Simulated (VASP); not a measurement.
Write the native input for VASP 6.6.1 that does the following.

```
Task                   : single point
Functional             : PBE
Potentials or basis    : VASP PAW PBE potentials, release 64 (Si, Mo_sv)
Cutoff                 : 520 eV
k mesh                 : 18 × 18 × 18
Occupations            : gaussian, width 0.1 eV
Spin                   : no spin polarisation
Dipole correction      : no
Further INCAR settings : ALGO = Normal; EDIFF = 1e-06; NBANDS = 18
```

The structure of Si2Mo lies in POSCAR:

```
Si2Mo
1.0
   -1.6254726402      1.6254726402      3.9699969765
    1.6254726402     -1.6254726402      3.9699969765
    1.6254726402      1.6254726402     -3.9699969765
Si Mo
2 1
Direct
    0.3355491363      0.3355491363      0.0000000000
    0.6644508637      0.6644508637      0.0000000000
    0.0000000000      0.0000000000      0.0000000000
```

One way to write it, as run:

INCAR

```
ALGO = Normal
EDIFF = 1E-6
ENCUT = 520
GGA = PE
ISIF = 2
ISMEAR = 0
LASPH = T
LCHARG = T
LELF = T
LREAL = F
LVHAR = T
LWAVE = F
NBANDS = 18
NELM = 80
PREC = Accurate
SIGMA = 0.1
```

KPOINTS

```
k-points
0
Gamma
  18 18 18
```

Potentials or basis: VASP PAW PBE potentials, release 64 (Si, Mo_sv).

Launch:

```bash
$ cat potpaw_PBE.64/Si/POTCAR potpaw_PBE.64/Mo_sv/POTCAR > POTCAR
$ mpirun -np 1 vasp_std > vasp.out
```

Results of the run:

| Quantity | Value |
| --- | --- |
| Pressure | -5.5 GPa |
| Band gap on the k mesh | zero (bands 11 and 12 overlap by 0.91 eV) |

Caveat: the cell stands under tension.

Run time: 13 min on 1 thread of Intel(R) Xeon(R) Platinum 8259CL CPU @ 2.50GHz (Skylake/Cascade Lake), on a shared host, peak memory 0.46 GiB.
